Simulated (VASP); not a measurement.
# GaAs (F-43m) in VASP: notebook, part 2 of 2

VASP 6.6.1.

### Step 4. Vibrations by perturbation theory, LDA

This run uses another cell than the first one, of 20.32 Å³/atom.

Input file INCAR:

```
  ALGO = Normal
  EDIFF = 1E-8
  ENCUT = 500
  GGA_COMPAT = False
  IBRION = 8
  ISIF = 2
  ISMEAR = 0
  LASPH = True
  LCHARG = False
  LREAL = False
  LWAVE = False
  NELM = 120
  NSW = 1
  PREC = Accurate
  SIGMA = 0.01
```

Input file KPOINTS:

```
k-points
0
Gamma
  8 8 8
```

Input file POSCAR:

```
GaAs
1.0
    2.7287890200      2.7287890200      0.0000000000
   -2.7287890200      2.7287890200      0.0000000000
    0.0000000000      2.7287890200      2.7287890200
Ga As
1 1
Direct
    0.0000000000      0.0000000000      0.0000000000
    0.7500000000      0.2500000000      0.5000000000
```

Potentials or basis: VASP PAW LDA potentials, release 64 (Ga_d, As).

Launch:

```sh
$ cat potpaw_LDA.64/Ga_d/POTCAR potpaw_LDA.64/As/POTCAR > POTCAR
$ mpirun -np 1 vasp_std > vasp.out
```

OUTCAR:

```text
EDIFF = 1E-8
   ENCUT = 500
   IBRION = 8
   ISIF = 2
   ISMEAR = 0
   LASPH = True
   LREAL = False
   NELM = 120
   NSW = 1
   PREC = Accurate

 ion  position               nearest neighbor table
   1  0.000  0.000  0.000-   2 2.36   2 2.36   2 2.36   2 2.36
   2  0.750  0.250  0.500-   1 2.36   1 2.36   1 2.36   1 2.36

  LATTYP: Found a face centered cubic cell.
 ALAT       =     5.4575780400

  Lattice vectors:

 A1 = (   0.0000000000,   2.7287890200,   2.7287890200)
 A2 = (   2.7287890200,   0.0000000000,   2.7287890200)
 A3 = (   2.7287890200,   2.7287890200,   0.0000000000)

Analysis of symmetry for initial positions (statically):
=====================================================================
 Subroutine PRICEL returns:
 Original cell was already a primitive cell.

 Routine SETGRP: Setting up the symmetry group for a
 face centered cubic supercell.

 Subroutine GETGRP returns: Found 24 space group operations
 (whereof 24 operations were pure point group operations)
[... 609 lines left out ...]

 INTERNAL STRAIN TENSOR  FOR ION    2  DIRECTION 1   (eV/Angst):
 -----------------------------------------------------------------------------
     0.01546  0.00000  0.00000
     0.00000 -0.00975 10.82111
     0.00000 10.82111 -0.00975

 INTERNAL STRAIN TENSOR FOR ION    2 for displacements in x,y,z  (eV/Angst):
          X           Y           Z          XY          YZ          ZX
  --------------------------------------------------------------------------------
  x     0.00000     0.00000     0.00000     0.00000    10.82111     0.00000
  y     0.00000     0.00000    -0.00000     0.00000     0.00000    10.82111
  z    -0.00000     0.00000     0.00000    10.82111     0.00000     0.00000

 SECOND DERIVATIVES (NOT SYMMETRIZED)
 ------------------------------------
               1X          1Y          1Z          2X          2Y          2Z
  1X   -11.807186    0.000000    0.000000   11.807186    0.000000    0.000000
  1Y     0.000000  -11.807186    0.000000    0.000000   11.807186    0.000000
  1Z     0.000000    0.000000  -11.807186    0.000000    0.000000   11.807186
  2X    11.773223    0.000000    0.000000  -11.773223    0.000000    0.000000
  2Y     0.000000   11.773223    0.000000    0.000000  -11.773223    0.000000
  2Z     0.000000    0.000000   11.773223    0.000000    0.000000  -11.773223

 Eigenvectors and eigenvalues of the dynamical matrix
 ----------------------------------------------------

   1 f  =    8.932679 THz    56.125680 2PiTHz  297.962111 cm-1    36.942577 meV
             X         Y         Z           dx          dy          dz
      0.000000  0.000000  0.000000     0.720202    0.000000    0.000000
      1.364395  4.093184  1.364395    -0.693765    0.000000    0.000000
[... 21 lines left out ...]
   6 f/i=    0.006428 THz     0.040390 2PiTHz    0.214425 cm-1     0.026585 meV
             X         Y         Z           dx          dy          dz
      0.000000  0.000000  0.000000     0.358355    0.412857    0.427130
      1.364395  4.093184  1.364395     0.372011    0.428590    0.443407

--------------------------------------------------------------------------------------------------------

 ELASTIC MODULI CONTR FROM IONIC RELAXATION (kBar)
 Direction    XX          YY          ZZ          XY          YZ          ZX
 --------------------------------------------------------------------------------
 XX          -0.0000      0.0000      0.0000      0.0000      0.0000     -0.0000
 YY           0.0000     -0.0000      0.0000     -0.0000      0.0000      0.0000
 ZZ           0.0000      0.0000     -0.0000     -0.0000     -0.0000      0.0000
 XY           0.0000     -0.0000     -0.0000   -388.9761      0.0000      0.0000
 YZ           0.0000      0.0000     -0.0000      0.0000   -388.9761      0.0000
 ZX          -0.0000      0.0000      0.0000      0.0000      0.0000   -388.9761
 --------------------------------------------------------------------------------
```

It took 2.1 min on 1 thread of Intel Xeon Platinum 8259CL at 2.50GHz (Skylake/Cascade Lake), shared host; peak memory 0.25 GiB.

Results:

- Highest phonon frequency at Γ, LO-TO splitting left out: 298 cm⁻¹

Phonon frequencies in cm⁻¹ (negative: imaginary):
```csv
q point,frequencies
"(0.000, 0.000, 0.000)",0 0 0 298 298 298
```

Caveat: the cell stands under pressure or tension, which shifts response properties.

### Step 5. Vibrations by perturbation theory, LDA

This run uses another cell than the first one, of 20.94 Å³/atom.

Input file INCAR:

```
SYSTEM = GaAs
  PREC = Accurate
  ENCUT = 500
  EDIFF = 1E-8
  ISMEAR = 0
  SIGMA = 0.01
  LREAL = .False.
  LASPH = .True.
  NELM = 120
  ALGO = Normal
  ISIF = 2
  LWAVE = .False.
  LCHARG = .False.
  GGA = CA
  IBRION = 8
  NSW = 1
  GGA_COMPAT = .False.
```

Input file KPOINTS:

```
regular mesh
0
Gamma
  8 8 8
  0 0 0
```

Input file POSCAR:

```
GaAs
1.0
    2.7564362223      2.7564362223      0.0000000000
   -2.7564362223      2.7564362223      0.0000000000
    0.0000000000      2.7564362223      2.7564362223
Ga As
1 1
Direct
    0.0000000000      0.0000000000      0.0000000000
    0.7500000000      0.2500000000      0.5000000000
```

Potentials or basis: VASP PAW LDA potentials, release 64 (Ga_d, As).

Launch:

```sh
$ cat potpaw_LDA.64/Ga_d/POTCAR potpaw_LDA.64/As/POTCAR > POTCAR
$ mpirun -np 1 vasp_std > vasp.out
```

OUTCAR:

```text
SYSTEM = GaAs
   PREC = Accurate
   ENCUT = 500
   EDIFF = 1E-8
   ISMEAR = 0
   LREAL = .False.
   LASPH = .True.
   NELM = 120
   ISIF = 2
   GGA = CA
   IBRION = 8
   NSW = 1

 ion  position               nearest neighbor table
   1  0.000  0.000  0.000-   2 2.39   2 2.39   2 2.39   2 2.39
   2  0.750  0.250  0.500-   1 2.39   1 2.39   1 2.39   1 2.39

  LATTYP: Found a face centered cubic cell.
 ALAT       =     5.5128724446

  Lattice vectors:

 A1 = (   0.0000000000,   2.7564362223,   2.7564362223)
 A2 = (   2.7564362223,   0.0000000000,   2.7564362223)
 A3 = (   2.7564362223,   2.7564362223,   0.0000000000)

Analysis of symmetry for initial positions (statically):
=====================================================================
 Subroutine PRICEL returns:
 Original cell was already a primitive cell.

 Routine SETGRP: Setting up the symmetry group for a
 face centered cubic supercell.

 Subroutine GETGRP returns: Found 24 space group operations
 (whereof 24 operations were pure point group operations)
 out of a pool of 48 trial point group operations.

The static configuration has the point symmetry T_d .

Analysis of symmetry for dynamics (positions and initial velocities):
=====================================================================
 Subroutine PRICEL returns:
 Original cell was already a primitive cell.

 Routine SETGRP: Setting up the symmetry group for a
 face centered cubic supercell.

 Subroutine GETGRP returns: Found 24 space group operations
 (whereof 24 operations were pure point group operations)
 out of a pool of 48 trial point group operations.

The dynamic configuration has the point symmetry T_d .

 Subroutine INISYM returns: Found 24 space group operations
 (whereof 24 operations are pure point group operations),
 and found     1 'primitive' translations

----------------------------------------------------------------------------------------

                                     Primitive cell

  volume of cell :      41.8865

  direct lattice vectors                    reciprocal lattice vectors
     2.756436222  2.756436222  0.000000000     0.181393640  0.181393640 -0.181393640
    -2.756436222  2.756436222  0.000000000    -0.181393640  0.181393640 -0.181393640
     0.000000000  2.756436222  2.756436222     0.000000000  0.000000000  0.362787280

  length of vectors
     3.898189489  3.898189489  3.898189489     0.314183001  0.314183001  0.362787280

  position of ions in fractional coordinates (direct lattice)
     0.000000000  0.000000000  0.000000000
     0.750000000  0.250000000  0.500000000

  ion indices of the primitive-cell ions
   primitive index   ion index
                 1           1
                 2           2
[... 139 lines left out ...]
      9       4.5560      2.00000
     10       5.4701      0.00000
     11       8.2426      0.00000
     12       8.2426      0.00000
     13       8.2426      0.00000
[... 354 lines left out ...]
  band No.  band energies     occupation
      1     -10.6451      2.00000
      2     -10.5009      2.00000
      3     -10.4910      2.00000
      4     -10.4398      2.00000
      5     -10.4295      2.00000
      6      -6.3813      2.00000
      7      -2.3568      2.00000
      8       1.0009      2.00000
      9       2.3880      2.00000
     10       7.7206      0.00000
     11       8.6057      0.00000
     12      11.0892      0.00000
     13      12.4701      0.00000

 [... further k-points ...]

------------------------ aborting loop because EDIFF is reached ----------------------------------------

  FORCE on cell =-STRESS in cart. coord.  units (eV):
  Direction    XX          YY          ZZ          XY          YZ          ZX
  --------------------------------------------------------------------------------------
  -------------------------------------------------------------------------------------
  Total        1.1583247      1.1583247      1.1583247      0.0000000     -0.0000000      0.0000000
  in kB       44.3064621     44.3064621     44.3064621      0.0000000     -0.0000000      0.0000000
  external PRESSURE =      44.3064621 kB  Pullay stress =       0.0000000 kB

 VOLUME and BASIS-vectors are now :
 -----------------------------------------------------------------------------
  energy-cutoff  :      500.00
  volume of cell :       41.89
      direct lattice vectors                 reciprocal lattice vectors
     2.756436222  2.756436222  0.000000000     0.181393640  0.181393640 -0.181393640
    -2.756436222  2.756436222  0.000000000    -0.181393640  0.181393640 -0.181393640
     0.000000000  2.756436222  2.756436222     0.000000000  0.000000000  0.362787280

 POSITION                                       TOTAL-FORCE (eV/Angst)
 -----------------------------------------------------------------------------------
      0.00000      0.00000      0.00000        -0.000000     -0.000000      0.000000
      1.37822      4.13465      1.37822         0.000000      0.000000     -0.000000
 -----------------------------------------------------------------------------------
    total drift:                               -0.000002      0.000000     -0.000000

  FREE ENERGIE OF THE ION-ELECTRON SYSTEM (eV)
  ---------------------------------------------------
  free  energy   TOTEN  =        -9.6069780039 eV

  energy  without entropy=       -9.6069780039  energy(sigma->0) =       -9.60697800

[... ionic steps 2 to 3 ...]

--------------------------------------- Ionic step        4  -------------------------------------------

------------------------ aborting loop because EDIFF is reached ----------------------------------------

[... ionic steps 5 to 6 ...]

--------------------------------------- Ionic step        7  -------------------------------------------

 Free energy of the ion-electron system (eV)
  ---------------------------------------------------
  ---------------------------------------------------
  free energy    TOTEN  =        -0.04455204 eV

  energy without entropy =       -0.04455204

------------------------ aborting loop because EDIFF is reached ----------------------------------------

 INTERNAL STRAIN TENSOR  FOR ION    2  DIRECTION 1   (eV/Angst):
 -----------------------------------------------------------------------------
     0.01107  0.00000  0.00000
     0.00000 -0.00794  9.45106
     0.00000  9.45106 -0.00794

 INTERNAL STRAIN TENSOR FOR ION    2 for displacements in x,y,z  (eV/Angst):
          X           Y           Z          XY          YZ          ZX
  --------------------------------------------------------------------------------
  x    -0.00000    -0.00000    -0.00000     0.00000     9.45106     0.00000
  y    -0.00000     0.00000    -0.00000     0.00000     0.00000     9.45106
  z    -0.00000    -0.00000    -0.00000     9.45106     0.00000     0.00000

 SECOND DERIVATIVES (NOT SYMMETRIZED)
 ------------------------------------
               1X          1Y          1Z          2X          2Y          2Z
  1X   -10.950142    0.000000   -0.000000   10.950142   -0.000000    0.000000
  1Y    -0.000000  -10.950142    0.000000    0.000000   10.950142   -0.000000
  1Z    -0.000000    0.000000  -10.950142    0.000000   -0.000000   10.950142
  2X    10.951880    0.000000    0.000000  -10.951880    0.000000    0.000000
  2Y     0.000000   10.951880    0.000000    0.000000  -10.951880    0.000000
  2Z     0.000000    0.000000   10.951880    0.000000    0.000000  -10.951880

 Eigenvectors and eigenvalues of the dynamical matrix
 ----------------------------------------------------

   1 f  =    8.608673 THz    54.089888 2PiTHz  287.154426 cm-1    35.602595 meV
             X         Y         Z           dx          dy          dz
      0.000000  0.000000  0.000000     0.000000    0.719675    0.000000
      1.378218  4.134654  1.378218     0.000000   -0.694311    0.000000
[... 21 lines left out ...]
   6 f/i=    0.000341 THz     0.002144 2PiTHz    0.011383 cm-1     0.001411 meV
             X         Y         Z           dx          dy          dz
      0.000000  0.000000  0.000000     0.694311   -0.000000   -0.000000
      1.378218  4.134654  1.378218     0.719675   -0.000000    0.000000

--------------------------------------------------------------------------------------------------------

 ELASTIC MODULI CONTR FROM IONIC RELAXATION (kBar)
 Direction    XX          YY          ZZ          XY          YZ          ZX
 --------------------------------------------------------------------------------
 XX          -0.0000     -0.0000     -0.0000      0.0000      0.0000      0.0000
 YY          -0.0000     -0.0000     -0.0000      0.0000      0.0000     -0.0000
 ZZ          -0.0000     -0.0000     -0.0000      0.0000      0.0000      0.0000
 XY           0.0000      0.0000      0.0000   -309.7189      0.0000      0.0000
 YZ           0.0000      0.0000      0.0000      0.0000   -309.7189      0.0000
 ZX           0.0000     -0.0000      0.0000     -0.0000      0.0000   -309.7189
 --------------------------------------------------------------------------------
```

Wall time 2.2 min (1 thread of Intel Xeon Platinum 8259CL at 2.50GHz (Skylake/Cascade Lake), shared host); peak memory 0.25 GiB.

What came out:

```yaml
Highest_phonon_frequency_at_Γ_LO-TO_splitting_left_out: 287 cm⁻¹
```

Phonon frequencies in cm⁻¹ (negative: imaginary):
```csv
q point,frequencies
"(0.000, 0.000, 0.000)",0 0 0 287 287 287
```

Caveat: the cell stands under pressure or tension, which shifts response properties.

### Step 6. Vibrations by perturbation theory, LDA

This run uses another cell than the first one, of 21.43 Å³/atom.

Input file INCAR:

```
SYSTEM = GaAs
PREC = Accurate
ENCUT = 500
EDIFF = 1E-8
ISMEAR = 0
SIGMA = 0.01
LREAL = .False.
LASPH = .True.
NELM = 120
ALGO = Normal
ISIF = 2
LWAVE = .False.
LCHARG = .False.
IBRION = 8
NSW = 1
GGA_COMPAT = .False.
```

KPOINTS is that of step 5.

Input file POSCAR:

```
GaAs
1.0
    2.7776029731      2.7776029731      0.0000000000
   -2.7776029731      2.7776029731      0.0000000000
    0.0000000000      2.7776029731      2.7776029731
Ga As
1 1
Direct
    0.0000000000      0.0000000000      0.0000000000
    0.7500000000      0.2500000000      0.5000000000
```

Potentials or basis: VASP PAW LDA potentials, release 64 (Ga_d, As).

Launch:

```sh
$ cat potpaw_LDA.64/Ga_d/POTCAR potpaw_LDA.64/As/POTCAR > POTCAR
$ mpirun -np 1 vasp_std > vasp.out
```

OUTCAR:

```text
SYSTEM = GaAs
   PREC = Accurate
   ENCUT = 500
   EDIFF = 1E-8
   ISMEAR = 0
   LREAL = .False.
   LASPH = .True.
   NELM = 120
   ISIF = 2
   IBRION = 8
   NSW = 1

 ion  position               nearest neighbor table
   1  0.000  0.000  0.000-   2 2.41   2 2.41   2 2.41   2 2.41
   2  0.750  0.250  0.500-   1 2.41   1 2.41   1 2.41   1 2.41

  LATTYP: Found a face centered cubic cell.
 ALAT       =     5.5552059462

  Lattice vectors:

[... 639 lines left out ...]
 ------------------------------------
               1X          1Y          1Z          2X          2Y          2Z
  1X   -10.382052   -0.000000    0.000000   10.382052    0.000000   -0.000000
  1Y     0.000000  -10.382052   -0.000000   -0.000000   10.382052    0.000000
  1Z     0.000000   -0.000000  -10.382052   -0.000000    0.000000   10.382052
  2X    10.364416   -0.000000    0.000000  -10.364416    0.000000   -0.000000
  2Y     0.000000   10.364416   -0.000000   -0.000000  -10.364416    0.000000
  2Z     0.000000   -0.000000   10.364416   -0.000000    0.000000  -10.364416

 Eigenvectors and eigenvalues of the dynamical matrix
 ----------------------------------------------------

   1 f  =    8.378639 THz    52.644543 2PiTHz  279.481320 cm-1    34.651252 meV
             X         Y         Z           dx          dy          dz
      0.000000  0.000000  0.000000    -0.000000    0.000000    0.719997
      1.388801  4.166404  1.388801    -0.000000    0.000000   -0.693977
[... 21 lines left out ...]
   6 f/i=    0.003559 THz     0.022360 2PiTHz    0.118707 cm-1     0.014718 meV
             X         Y         Z           dx          dy          dz
      0.000000  0.000000  0.000000     0.000000   -0.000000   -0.693977
      1.388801  4.166404  1.388801     0.000000    0.000000   -0.719997

--------------------------------------------------------------------------------------------------------

 ELASTIC MODULI CONTR FROM IONIC RELAXATION (kBar)
 Direction    XX          YY          ZZ          XY          YZ          ZX
 --------------------------------------------------------------------------------
 XX          -0.0000     -0.0000     -0.0000     -0.0000     -0.0000      0.0000
 YY          -0.0000     -0.0000      0.0000      0.0000     -0.0000      0.0000
 ZZ          -0.0000      0.0000     -0.0000     -0.0000      0.0000      0.0000
 XY          -0.0000      0.0000     -0.0000   -256.7660      0.0000     -0.0000
 YZ          -0.0000     -0.0000      0.0000      0.0000   -256.7660      0.0000
 ZX           0.0000      0.0000      0.0000     -0.0000      0.0000   -256.7660
 --------------------------------------------------------------------------------
```

It took 3 min on 1 thread of Intel Xeon Platinum 8259CL at 2.50GHz (Skylake/Cascade Lake), shared host; peak memory 0.26 GiB.

Results:

```yaml
Highest_phonon_frequency_at_Γ_LO-TO_splitting_left_out: 279 cm⁻¹
```

Phonon frequencies in cm⁻¹ (negative: imaginary):
```csv
q point,frequencies
"(0.000, 0.000, 0.000)",0 0 0 279 279 279
```

Caveat: the cell stands under pressure or tension, which shifts response properties.
